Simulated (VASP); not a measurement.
# CaO (rock salt type) (Fm-3m) in VASP: further runs

CaO (rock salt type) is run at these levels: PBE; tasks: single point.

Program: VASP 6.6.1. These are calculated values, not measurements. Logs are shortened: lines on timing, memory, paths and dates and some standing lists are left out, and cuts for length are marked.

### Step 1. The cell of the first run

Symmetry: Fm-3m, No. 225, cubic system. Conventional cell: a = 4.733 Å, b = 4.733 Å, c = 4.733 Å, α = 90.00°, β = 90.00°, γ = 90.00°. Within 3.1 Å of Ca (site symmetry m-3m) lie 6 O at 2.37 Å. Within 3.1 Å of O (site symmetry m-3m) lie 6 Ca at 2.37 Å.

### Step 2. Single point, PBE

File INCAR:

```
SYSTEM = CaO
PREC     = Accurate       ! precision mode
ENCUT    = 520            ! plane-wave cutoff, eV
EDIFF    = 1E-7           ! SCF threshold, eV
ISMEAR   = -1             ! smearing method
SIGMA    = 0.06122561905347299 ! smearing width, eV
LREAL    = .FALSE.        ! projectors in reciprocal space
LASPH    = .TRUE.         ! aspherical terms in the spheres
NELM     = 60             ! most SCF steps
ALGO     = Normal         ! electronic algorithm
ISIF     = 2              ! what is computed and relaxed
LWAVE    = .FALSE.        ! write WAVECAR
LCHARG   = .FALSE.        ! write CHGCAR
GGA      = PE             ! functional
NBANDS   = 15             ! bands
```

File KPOINTS:

```
Automatic mesh
0
G
  13 13 13
  0 0 0
```

File POSCAR:

```
CaO
1.0
    0.0000000000      2.3662665127      2.3662665127
    2.3662665127      0.0000000000      2.3662665127
    2.3662665127      2.3662665127      0.0000000000
Ca O
1 1
Direct
    0.0000000000      0.0000000000      0.0000000000
    0.5000000000      0.5000000000      0.5000000000
```

Potentials or basis: VASP PAW PBE potentials, release 64 (Ca_sv, O).

The run is started by

```bash
$ cat potpaw_PBE.64/Ca_sv/POTCAR potpaw_PBE.64/O/POTCAR > POTCAR
$ mpirun -np 1 vasp_std > vasp.out
```

OUTCAR:

```text
SYSTEM = CaO
   PREC = Accurate
   ENCUT = 520
   EDIFF = 1E-7
   ISMEAR = -1
   LREAL = .FALSE.
   LASPH = .TRUE.
   NELM = 60
   ISIF = 2
   GGA = PE

 ion  position               nearest neighbor table
   1  0.000  0.000  0.000-   2 2.37   2 2.37   2 2.37   2 2.37   2 2.37   2 2.37
   2  0.500  0.500  0.500-   1 2.37   1 2.37   1 2.37   1 2.37   1 2.37   1 2.37

  LATTYP: Found a face centered cubic cell.
 ALAT       =     4.7325330254

  Lattice vectors:

 A1 = (   0.0000000000,   2.3662665127,   2.3662665127)
 A2 = (   2.3662665127,   0.0000000000,   2.3662665127)
 A3 = (   2.3662665127,   2.3662665127,   0.0000000000)

Analysis of symmetry for initial positions (statically):
=====================================================================
 Subroutine PRICEL returns:
 Original cell was already a primitive cell.

 Routine SETGRP: Setting up the symmetry group for a
 face centered cubic supercell.

 Subroutine GETGRP returns: Found 48 space group operations
 (whereof 48 operations were pure point group operations)
 out of a pool of 48 trial point group operations.

The static configuration has the point symmetry O_h .

Analysis of symmetry for dynamics (positions and initial velocities):
=====================================================================
 Subroutine PRICEL returns:
 Original cell was already a primitive cell.

 Routine SETGRP: Setting up the symmetry group for a
 face centered cubic supercell.

 Subroutine GETGRP returns: Found 48 space group operations
 (whereof 48 operations were pure point group operations)
 out of a pool of 48 trial point group operations.

The dynamic configuration has the point symmetry O_h .

 Subroutine INISYM returns: Found 48 space group operations
 (whereof 48 operations are pure point group operations),
 and found     1 'primitive' translations

----------------------------------------------------------------------------------------

                                     Primitive cell

  volume of cell :      26.4985

  direct lattice vectors                    reciprocal lattice vectors
     0.000000000  2.366266513  2.366266513    -0.211303333  0.211303333  0.211303333
     2.366266513  0.000000000  2.366266513     0.211303333 -0.211303333  0.211303333
     2.366266513  2.366266513  0.000000000     0.211303333  0.211303333 -0.211303333

  length of vectors
     3.346406194  3.346406194  3.346406194     0.365988108  0.365988108  0.365988108

  position of ions in fractional coordinates (direct lattice)
     0.000000000  0.000000000  0.000000000
     0.500000000  0.500000000  0.500000000

  ion indices of the primitive-cell ions
   primitive index   ion index
                 1           1
                 2           2

----------------------------------------------------------------------------------------

 KPOINTS: Automatic mesh

Automatic generation of k-mesh.
 Grid dimensions read from file:
 generate k-points for:   13   13   13

 Generating k-lattice:

  Cartesian coordinates                     Fractional coordinates (reciprocal lattice)
    -0.016254103  0.016254103  0.016254103     0.076923077  0.000000000  0.000000000
     0.016254103 -0.016254103  0.016254103     0.000000000  0.076923077  0.000000000
     0.016254103  0.016254103 -0.016254103     0.000000000  0.000000000  0.076923077

  Length of vectors
     0.028152931  0.028152931  0.028152931

  Shift w.r.t. Gamma in fractional coordinates (k-lattice)
     0.000000000  0.000000000  0.000000000

 Subroutine IBZKPT returns following result:
 ===========================================

 Found     84 irreducible k-points:

 Following reciprocal coordinates:
            Coordinates               Weight
  0.000000  0.000000  0.000000      1.000000
  0.076923  0.000000  0.000000      8.000000
  0.153846  0.000000  0.000000      8.000000
  0.230769  0.000000  0.000000      8.000000
  0.307692  0.000000  0.000000      8.000000
  0.384615  0.000000  0.000000      8.000000
[... 16 lines left out ...]
  0.384615  0.153846  0.000000     24.000000
  0.461538  0.153846  0.000000     24.000000
 [... further k-points ...]
   k-points           NKPTS =     84   k-points in BZ     NKDIM =     84   number of bands    NBANDS=     15
   number of dos      NEDOS =    301   number of ions     NIONS =      2
   total plane-waves  NPLWV =  21952
   dimension x,y,z NGX =    28 NGY =   28 NGZ =   28
   dimension x,y,z NGXF=    56 NGYF=   56 NGZF=   56
   ions per type =               1   1
   NGX,Y,Z   is equivalent  to a cutoff of  13.91, 13.91, 13.91 a.u.
   NGXF,Y,Z  is equivalent  to a cutoff of  27.82, 27.82, 27.82 a.u.
 SYSTEM =  CaO
   PREC   = accura    normal or accurate (medium, high low for compatibility)
   ISTART =      0    job   : 0-new  1-cont  2-samecut
   ICHARG =      2    charge: 1-file 2-atom 10-const
   ISPIN  =      1    spin polarized calculation?
   LNONCOLLINEAR =      F non collinear calculations
   LSORBIT =      F    spin-orbit coupling
   LASPH  =      T    aspherical Exc in radial PAW
   ENCUT  =  520.0 eV  38.22 Ry    6.18 a.u.   6.22  6.22  6.22*2*pi/ulx,y,z
   NELM   =     60;   NELMIN=  2; NELMDL= -5     # of ELM steps
   EDIFF  = 0.1E-06   stopping-criterion for ELM
   LREAL  =      F    real-space projection
   EDIFFG = 0.1E-05   stopping-criterion for IOM
   NSW    =      0    number of steps for IOM
   IBRION =     -1    ionic relax: 0-MD 1-quasi-New 2-CG
   NFREE  =      0    steps in history (QN), initial steepest desc. (CG)
   ISIF   =      2    stress and relaxation
   ISYM   =      2    0-nonsym 1-usesym 2-fastsym
   POTIM  = 0.5000    time-step for ionic-motion
   TEBEG  =    0.0;   TEEND  =   0.0 temperature during run
   PSTRESS=    0.0 pullay stress
   NELECT =      16.0000    total number of electrons
   NUPDOWN=      -1.0000    fix difference up-down
   EMIN   =  10.00;   EMAX   =-10.00  energy-range for DOS
   EFERMI =   0.00;   METHOD = LEGACY
   ISMEAR =    -1;   SIGMA  =   0.06  broadening in eV -4-tet -1-fermi 0-gaus
   EFERMI_NEDOS =   21; number of points for ismear=-14 and -15
   IALGO  =     38    algorithm
   IMIX   =      4    mixing-type and parameters
     AMIX     =   0.40;   BMIX     =  1.00
     AMIX_MAG =   1.60;   BMIX_MAG =  1.00
  volume/ion in A,a.u.               =      13.25        89.41
  Fermi-wavevector in a.u.,A,eV,Ry     =   1.383698  2.614809 26.049971  1.914619
  Thomas-Fermi vector in A             =   2.508271
   LORBIT       =      0    0 simple, 1 ext, 2 COOP (PROOUT), +10 PAW based schemes
   GGA     = PE    functional components
   LHFCALC =     F    Hartree Fock is set to
   AEXX    =    0.0000 exact exchange contribution
   IVDW    =     0    specifies the selected vdW correction
   LEPSILON=     F    determine dielectric tensor
   LRPA    =     F    only Hartree local field effects (RPA)
 non-spin polarized calculation
  energy-cutoff  :      520.00
  volume of cell :       26.50
 maximum number of plane-waves:       725
 NGX is ok and might be reduce to    28
   NGX = 13   NGY = 13   NGZ = 13

 number of electron      15.9999998 magnetization

 Free energy of the ion-electron system (eV)
  ---------------------------------------------------
  ext. energy  EPLUGINS =         0.00000000
  ---------------------------------------------------
  free energy    TOTEN  =       -12.75972478 eV

  energy without entropy =      -12.75972478  energy(sigma->0) =      -12.75972478

 E-fermi :   3.8694     XC(G=0): -10.7043

 val. band max:        2.6207648427   @ k =   0.0000   0.0000   0.0000
 cond. band min:       6.2657180855   @ k =   0.4615   0.4615   0.0000
 fundamental gap:      3.6449532428
 Fermi energy:         3.8693712328

 k-point     1 :       0.0000    0.0000    0.0000
  band No.  band energies     occupation
      1     -34.8306      2.00000
      2     -15.5572      2.00000
      3     -15.5572      2.00000
      4     -15.5572      2.00000
      5     -13.0030      2.00000
      6       2.6208      2.00000
      7       2.6208      2.00000
      8       2.6208      2.00000
      9       7.7217      0.00000
     10       8.9573      0.00000
     11       8.9573      0.00000
     12       8.9573      0.00000
     13      10.5439      0.00000
     14      10.5439      0.00000
     15      17.9849      0.00000

 k-point     2 :       0.0769    0.0000    0.0000
  band No.  band energies     occupation
      1     -34.8234      2.00000
      2     -15.6684      2.00000
      3     -15.5607      2.00000
      4     -15.5607      2.00000
      5     -12.8886      2.00000
      6       2.3930      2.00000
      7       2.5288      2.00000
      8       2.5288      2.00000
      9       8.0053      0.00000
     10       8.9350      0.00000
     11       9.0656      0.00000
     12       9.0656      0.00000
     13      10.7002      0.00000
     14      10.7002      0.00000
     15      18.2529      0.00000

 k-point     3 :       0.1538    0.0000    0.0000
  band No.  band energies     occupation
      1     -34.8035      2.00000
      2     -15.9382      2.00000
      3     -15.5704      2.00000
      4     -15.5704      2.00000
      5     -12.6098      2.00000
      6       1.8428      2.00000
      7       2.2890      2.00000
      8       2.2890      2.00000
      9       8.6884      0.00000
     10       8.9516      0.00000
     11       9.3749      0.00000
     12       9.3749      0.00000
     13      11.1283      0.00000
     14      11.1283      0.00000
     15      18.8424      0.00000
[... 343 lines left out ...]
 k-point    23 :       0.3846    0.1538    0.0000
  band No.  band energies     occupation
      1     -34.7210      2.00000
      2     -16.5439      2.00000
      3     -15.6777      2.00000
      4     -15.6707      2.00000
      5     -12.0120      2.00000
      6       0.5459      2.00000
      7       1.6083      2.00000
      8       1.8346      2.00000
      9       8.3665      0.00000
     10      10.5130      0.00000
     11      11.2057      0.00000
     12      11.2310      0.00000
     13      12.1673      0.00000
     14      13.4114      0.00000
     15      18.5277      0.00000

 k-point    24 :       0.4615    0.1538    0.0000
  band No.  band energies     occupation
      1     -34.7015      2.00000
      2     -16.6883      2.00000
      3     -15.7119      2.00000
      4     -15.6685      2.00000
      5     -11.8692      2.00000
      6       0.3441      2.00000
      7       1.4092      2.00000
      8       1.6046      2.00000
      9       8.8922      0.00000
     10      10.5628      0.00000
     11      11.4381      0.00000
     12      11.8666      0.00000
     13      12.8052      0.00000
     14      13.8593      0.00000
     15      17.6587      0.00000

 [... further k-points ...]

------------------------ aborting loop because EDIFF is reached ----------------------------------------

  FORCE on cell =-STRESS in cart. coord.  units (eV):
  Direction    XX          YY          ZZ          XY          YZ          ZX
  --------------------------------------------------------------------------------------
  -------------------------------------------------------------------------------------
  Total        1.3506716      1.3506716      1.3506716     -0.0000000      0.0000000     -0.0000000
  in kB       81.6656401     81.6656401     81.6656401     -0.0000000      0.0000000     -0.0000000
  external PRESSURE =      81.6656401 kB  Pullay stress =       0.0000000 kB

 VOLUME and BASIS-vectors are now :
 -----------------------------------------------------------------------------
  energy-cutoff  :      520.00
  volume of cell :       26.50
      direct lattice vectors                 reciprocal lattice vectors
     0.000000000  2.366266513  2.366266513    -0.211303333  0.211303333  0.211303333
     2.366266513  0.000000000  2.366266513     0.211303333 -0.211303333  0.211303333
     2.366266513  2.366266513  0.000000000     0.211303333  0.211303333 -0.211303333

 POSITION                                       TOTAL-FORCE (eV/Angst)
 -----------------------------------------------------------------------------------
      0.00000      0.00000      0.00000         0.000000      0.000000      0.000000
      2.36627      2.36627      2.36627        -0.000000     -0.000000     -0.000000
 -----------------------------------------------------------------------------------
    total drift:                                0.000000      0.000000      0.000000

  FREE ENERGIE OF THE ION-ELECTRON SYSTEM (eV)
  ---------------------------------------------------
  free  energy   TOTEN  =       -12.7597247815 eV

  energy  without entropy=      -12.7597247815  energy(sigma->0) =      -12.75972478
```

Wall time 38 s (1 thread of Intel Xeon Platinum 8259CL at 2.50GHz (Skylake/Cascade Lake), shared host); peak memory 0.18 GiB.

What came out:

```yaml
Free_energy: -12.7597 eV
Pressure: 8.2 GPa
Band_gap_on_the_k_mesh: 3.64 eV (least direct gap 4.01 eV)
```

Caveat: the cell stands under pressure; an odd mesh through Γ misses points on the zone boundary, where band edges can lie.

(Continued in part 2 of 2.)
